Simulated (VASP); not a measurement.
# Pt (Fm-3m) in VASP: relaxation of cell and atoms with PBE

Aim: the relaxation of cell and atoms of Pt with PBE.

Program: VASP 6.6.1. These are calculated values, not measurements. Logs are shortened: lines on timing, memory, paths and dates and some standing lists are left out, and cuts for length are marked.

## Step 1: The cell of the first run

It takes space group Fm-3m (No. 225, cubic). Conventional cell: a = 3.971 Å, b = 3.971 Å, c = 3.971 Å, α = 90.00°, β = 90.00°, γ = 90.00°. Pt (site symmetry m-3m) has 12 Pt at 2.81 Å within 3.7 Å.

## Step 2: Relaxation of cell and atoms, PBE

The input, INCAR:

```
SYSTEM = Pt
  PREC = Accurate
  ENCUT = 600
  EDIFF = 1E-7
  ISMEAR = 0
  SIGMA = 0.1
  LREAL = .FALSE.
  LASPH = .TRUE.
  NELM = 80
  ALGO = Normal
  ISIF = 3
  LWAVE = .FALSE.
  LCHARG = .FALSE.
  GGA = PE
  IBRION = 2
  NSW = 80
  EDIFFG = -0.01
```

The input, KPOINTS:

```
Automatic mesh
0
G
  18 18 18
  0 0 0
```

The input, POSCAR:

```
Pt
1.0
    0.0000000000      1.9852652235      1.9852652235
    1.9852652235      0.0000000000      1.9852652235
    1.9852652235      1.9852652235      0.0000000000
Pt
1
Direct
    0.0000000000      0.0000000000      0.0000000000
```

Potentials or basis: VASP PAW PBE potentials, release 64 (Pt).

Command:

```bash
> cat potpaw_PBE.64/Pt/POTCAR > POTCAR
> mpirun -np 1 vasp_std > vasp.out
```

OUTCAR:

```text
SYSTEM = Pt
   PREC = Accurate
   ENCUT = 600
   EDIFF = 1E-7
   ISMEAR = 0
   LREAL = .FALSE.
   LASPH = .TRUE.
   NELM = 80
   ISIF = 3
   GGA = PE
   IBRION = 2
   NSW = 80
   EDIFFG = -0.01

 ion  position               nearest neighbor table
   1  0.000  0.000  0.000-

  LATTYP: Found a face centered cubic cell.
 ALAT       =     3.9705304470

  Lattice vectors:

 A1 = (   0.0000000000,   1.9852652235,   1.9852652235)
 A2 = (   1.9852652235,   0.0000000000,   1.9852652235)
 A3 = (   1.9852652235,   1.9852652235,   0.0000000000)

Analysis of symmetry for initial positions (statically):
=====================================================================
 Subroutine PRICEL returns:
 Original cell was already a primitive cell.

 Routine SETGRP: Setting up the symmetry group for a
 face centered cubic supercell.

 Subroutine GETGRP returns: Found 48 space group operations
 (whereof 48 operations were pure point group operations)
 out of a pool of 48 trial point group operations.

The static configuration has the point symmetry O_h .

Analysis of symmetry for dynamics (positions and initial velocities):
=====================================================================
 Subroutine PRICEL returns:
 Original cell was already a primitive cell.

 Routine SETGRP: Setting up the symmetry group for a
 face centered cubic supercell.

 Subroutine GETGRP returns: Found 48 space group operations
 (whereof 48 operations were pure point group operations)
 out of a pool of 48 trial point group operations.

The dynamic configuration has the point symmetry O_h .

 Subroutine INISYM returns: Found 48 space group operations
 (whereof 48 operations are pure point group operations),
 and found     1 'primitive' translations

----------------------------------------------------------------------------------------

                                     Primitive cell

  volume of cell :      15.6490

  direct lattice vectors                    reciprocal lattice vectors
     0.000000000  1.985265223  1.985265223    -0.251855517  0.251855517  0.251855517
     1.985265223  0.000000000  1.985265223     0.251855517 -0.251855517  0.251855517
     1.985265223  1.985265223  0.000000000     0.251855517  0.251855517 -0.251855517

  length of vectors
     2.807589004  2.807589004  2.807589004     0.436226552  0.436226552  0.436226552

  position of ions in fractional coordinates (direct lattice)
     0.000000000  0.000000000  0.000000000

  ion indices of the primitive-cell ions
   primitive index   ion index
                 1           1

----------------------------------------------------------------------------------------

 KPOINTS: Automatic mesh

Automatic generation of k-mesh.
 Grid dimensions read from file:
 generate k-points for:   18   18   18

 Generating k-lattice:

  Cartesian coordinates                     Fractional coordinates (reciprocal lattice)
    -0.013991973  0.013991973  0.013991973     0.055555556  0.000000000  0.000000000
     0.013991973 -0.013991973  0.013991973     0.000000000  0.055555556  0.000000000
     0.013991973  0.013991973 -0.013991973     0.000000000  0.000000000  0.055555556

  Length of vectors
     0.024234808  0.024234808  0.024234808

  Shift w.r.t. Gamma in fractional coordinates (k-lattice)
     0.000000000  0.000000000  0.000000000

 Subroutine IBZKPT returns following result:
 ===========================================

 Found    195 irreducible k-points:

 Following reciprocal coordinates:
            Coordinates               Weight
  0.000000  0.000000  0.000000      1.000000
  0.055556  0.000000  0.000000      8.000000
  0.111111  0.000000  0.000000      8.000000
  0.166667  0.000000  0.000000      8.000000
  0.222222  0.000000  0.000000      8.000000
  0.277778  0.000000  0.000000      8.000000
[... 16 lines left out ...]
 -0.277778  0.055556  0.000000     24.000000
 -0.222222  0.055556  0.000000     24.000000
 [... further k-points ...]
   k-points           NKPTS =    195   k-points in BZ     NKDIM =    195   number of bands    NBANDS=      9
   number of dos      NEDOS =    301   number of ions     NIONS =      1
   total plane-waves  NPLWV =  13824
   dimension x,y,z NGX =    24 NGY =   24 NGZ =   24
   dimension x,y,z NGXF=    48 NGYF=   48 NGZF=   48
   ions per type =               1
   NGX,Y,Z   is equivalent  to a cutoff of  14.21, 14.21, 14.21 a.u.
   NGXF,Y,Z  is equivalent  to a cutoff of  28.42, 28.42, 28.42 a.u.
 SYSTEM =  Pt
   PREC   = accura    normal or accurate (medium, high low for compatibility)
   ISTART =      0    job   : 0-new  1-cont  2-samecut
   ICHARG =      2    charge: 1-file 2-atom 10-const
   ISPIN  =      1    spin polarized calculation?
   LNONCOLLINEAR =      F non collinear calculations
   LSORBIT =      F    spin-orbit coupling
   LASPH  =      T    aspherical Exc in radial PAW
   ENCUT  =  600.0 eV  44.10 Ry    6.64 a.u.   5.61  5.61  5.61*2*pi/ulx,y,z
   NELM   =     80;   NELMIN=  2; NELMDL= -5     # of ELM steps
   EDIFF  = 0.1E-06   stopping-criterion for ELM
   LREAL  =      F    real-space projection
   EDIFFG = -.1E-01   stopping-criterion for IOM
   NSW    =     80    number of steps for IOM
   IBRION =      2    ionic relax: 0-MD 1-quasi-New 2-CG
   NFREE  =      1    steps in history (QN), initial steepest desc. (CG)
   ISIF   =      3    stress and relaxation
   ISYM   =      2    0-nonsym 1-usesym 2-fastsym
   POTIM  = 0.5000    time-step for ionic-motion
   TEBEG  =    0.0;   TEEND  =   0.0 temperature during run
   PSTRESS=    0.0 pullay stress
   NELECT =      10.0000    total number of electrons
   NUPDOWN=      -1.0000    fix difference up-down
   EMIN   =  10.00;   EMAX   =-10.00  energy-range for DOS
   EFERMI =   0.00;   METHOD = LEGACY
   ISMEAR =     0;   SIGMA  =   0.10  broadening in eV -4-tet -1-fermi 0-gaus
   EFERMI_NEDOS =   21; number of points for ismear=-14 and -15
   IALGO  =     38    algorithm
   IMIX   =      4    mixing-type and parameters
     AMIX     =   0.40;   BMIX     =  1.00
     AMIX_MAG =   1.60;   BMIX_MAG =  1.00
  volume/ion in A,a.u.               =      15.65       105.60
  Fermi-wavevector in a.u.,A,eV,Ry     =   1.410088  2.664680 27.053129  1.988349
  Thomas-Fermi vector in A             =   2.532078
   LORBIT       =      0    0 simple, 1 ext, 2 COOP (PROOUT), +10 PAW based schemes
   GGA     = PE    functional components
   LHFCALC =     F    Hartree Fock is set to
   AEXX    =    0.0000 exact exchange contribution
   IVDW    =     0    specifies the selected vdW correction
   LEPSILON=     F    determine dielectric tensor
   LRPA    =     F    only Hartree local field effects (RPA)
 conjugate gradient relaxation of ions
 non-spin polarized calculation
 Gauss-broadening in eV      SIGMA  =   0.10
  energy-cutoff  :      600.00
  volume of cell :       15.65
 maximum number of plane-waves:       544
   NGX = 11   NGY = 11   NGZ = 11

--------------------------------------- Ionic step        1  -------------------------------------------

 number of electron      10.0000002 magnetization

 Free energy of the ion-electron system (eV)
  ---------------------------------------------------
  ext. energy  EPLUGINS =         0.00000000
  ---------------------------------------------------
  free energy    TOTEN  =        -6.10020060 eV

  energy without entropy =       -6.08892094  energy(sigma->0) =       -6.09456077

------------------------ aborting loop because EDIFF is reached ----------------------------------------

  FORCE on cell =-STRESS in cart. coord.  units (eV):
  Direction    XX          YY          ZZ          XY          YZ          ZX
  --------------------------------------------------------------------------------------
  -------------------------------------------------------------------------------------
  Total       -0.0474919     -0.0474919     -0.0474919      0.0000000      0.0000000      0.0000000
  in kB       -4.8623299     -4.8623299     -4.8623299      0.0000000      0.0000000      0.0000000
  external PRESSURE =      -4.8623299 kB  Pullay stress =       0.0000000 kB

 VOLUME and BASIS-vectors are now :
 -----------------------------------------------------------------------------
  energy-cutoff  :      600.00
  volume of cell :       15.65
      direct lattice vectors                 reciprocal lattice vectors
     0.000000000  1.985265223  1.985265223    -0.251855517  0.251855517  0.251855517
     1.985265223  0.000000000  1.985265223     0.251855517 -0.251855517  0.251855517
     1.985265223  1.985265223  0.000000000     0.251855517  0.251855517 -0.251855517
[... 36 lines left out ...]
 POSITION                                       TOTAL-FORCE (eV/Angst)
 -----------------------------------------------------------------------------------
      1.98072     -0.00000      1.98072         0.000000     -0.000000      0.000000
 -----------------------------------------------------------------------------------
    total drift:                                0.000000      0.000000      0.000000

  FREE ENERGIE OF THE ION-ELECTRON SYSTEM (eV)
  ---------------------------------------------------
  free  energy   TOTEN  =        -6.0999601918 eV

  energy  without entropy=       -6.0887949911  energy(sigma->0) =       -6.09437759

--------------------------------------- Ionic step        3  -------------------------------------------

 number of electron      10.0000002 magnetization

 Free energy of the ion-electron system (eV)
  ---------------------------------------------------
  ext. energy  EPLUGINS =         0.00000000
  ---------------------------------------------------
  free energy    TOTEN  =        -6.10024971 eV

  energy without entropy =       -6.08900378  energy(sigma->0) =       -6.09462674

 E-fermi :  10.6050     XC(G=0): -13.2815

 val. band max:       10.6046568460   @ k =  -0.3333   0.3889   0.1111
 cond. band min:      10.6157938334   @ k =   0.4444   0.1111   0.0000
 fundamental gap:      0.0111369874
 Fermi energy:        10.6049576153

 k-point     1 :       0.0000    0.0000    0.0000
  band No.  band energies     occupation
      1       0.7766      2.00000
      2       7.0250      2.00000
      3       7.0250      2.00000
      4       7.0250      2.00000
      5       9.0586      2.00000
      6       9.0586      2.00000
      7      25.3367      0.00000
      8      30.1057      0.00000
      9      30.1057      0.00000

 k-point     2 :       0.0556    0.0000    0.0000
  band No.  band energies     occupation
      1       0.8970      2.00000
      2       6.9725      2.00000
      3       7.0723      2.00000
      4       7.0723      2.00000
      5       9.0325      2.00000
      6       9.0325      2.00000
      7      25.5197      0.00000
      8      29.4394      0.00000
      9      30.2860      0.00000
[... 253 lines left out ...]
 k-point    24 :      -0.2222    0.0556    0.0000
  band No.  band energies     occupation
      1       2.7661      2.00000
      2       6.5630      2.00000
      3       7.3983      2.00000
      4       7.4619      2.00000
      5       8.8824      2.00000
      6       9.5228      2.00000
      7      24.0941      0.00000
      8      27.0766      0.00000
      9      31.3051      0.00000

 [... further k-points ...]

------------------------ aborting loop because EDIFF is reached ----------------------------------------

  FORCE on cell =-STRESS in cart. coord.  units (eV):
  Direction    XX          YY          ZZ          XY          YZ          ZX
  --------------------------------------------------------------------------------------
  -------------------------------------------------------------------------------------
  Total        0.0027330      0.0027330      0.0027330      0.0000000      0.0000000     -0.0000000
  in kB        0.2803746      0.2803746      0.2803746      0.0000000      0.0000000     -0.0000000
  external PRESSURE =       0.2803746 kB  Pullay stress =       0.0000000 kB

 VOLUME and BASIS-vectors are now :
 -----------------------------------------------------------------------------
  energy-cutoff  :      600.00
  volume of cell :       15.62
      direct lattice vectors                 reciprocal lattice vectors
     0.000000000  1.983926422  1.983926422    -0.252025476  0.252025476  0.252025476
     1.983926422 -0.000000000  1.983926422     0.252025476 -0.252025476  0.252025476
     1.983926422  1.983926422  0.000000000     0.252025476  0.252025476 -0.252025476

 POSITION                                       TOTAL-FORCE (eV/Angst)
 -----------------------------------------------------------------------------------
      0.00000      0.00000      0.00000         0.000000      0.000000      0.000000
 -----------------------------------------------------------------------------------
    total drift:                               -0.000000      0.000000     -0.000000

  FREE ENERGIE OF THE ION-ELECTRON SYSTEM (eV)
  ---------------------------------------------------
  free  energy   TOTEN  =        -6.1002497059 eV

  energy  without entropy=       -6.0890037836  energy(sigma->0) =       -6.09462674

 reached required accuracy - stopping structural energy minimisation
```

Wall time 36 s (1 thread of AMD EPYC 9R45 (Zen 5), shared host); peak memory 0.14 GiB.

Results:

```
Free energy                           : -6.1002 eV
Relaxed volume                        : 15.62 Å³/atom
Relaxed cell                          : a = 2.806 Å, b = 2.806 Å, c = 2.806 Å, α = 60.00°, β = 60.00°, γ = 60.00°
Space group after relaxing (to 0.1 Å) : Fm-3m (No. 225)
Energy gained by relaxing             : 0.0 meV/atom
Ionic steps                           : 3
Pressure after relaxing               : 0.0 GPa
Band gap on the k mesh                : zero (bands 5 and 6 overlap by 2.10 eV)
```

Final structure:
```
Pt
1.0
     0.00000    1.98393    1.98393
     1.98393    0.00000    1.98393
     1.98393    1.98393    0.00000
Pt
1
Direct
  0.00000 0.00000 0.00000
```

Levels at points of the mesh, in eV from the Fermi level:
| k point | band 2 | band 3 | band 4 | band 5 | band 6 | band 7 | band 8 | band 9 |
| --- | --- | --- | --- | --- | --- | --- | --- | --- |
| (0.00, 0.00, 0.00) | -3.58 | -3.58 | -3.58 | -1.55 | -1.55 | 14.73 | 19.50 | 19.50 |
| (0.50, 0.00, 0.00) | -3.64 | -3.64 | -0.33 | 0.03 | 0.03 | 5.58 | 14.29 | 18.74 |
| (0.50, 0.50, 0.00) | -6.26 | 0.00 | 0.45 | 0.45 | 1.85 | 8.51 | 11.28 | 11.28 |

Caveat: spin-orbit coupling is left out, which moves the levels of the heavy elements.
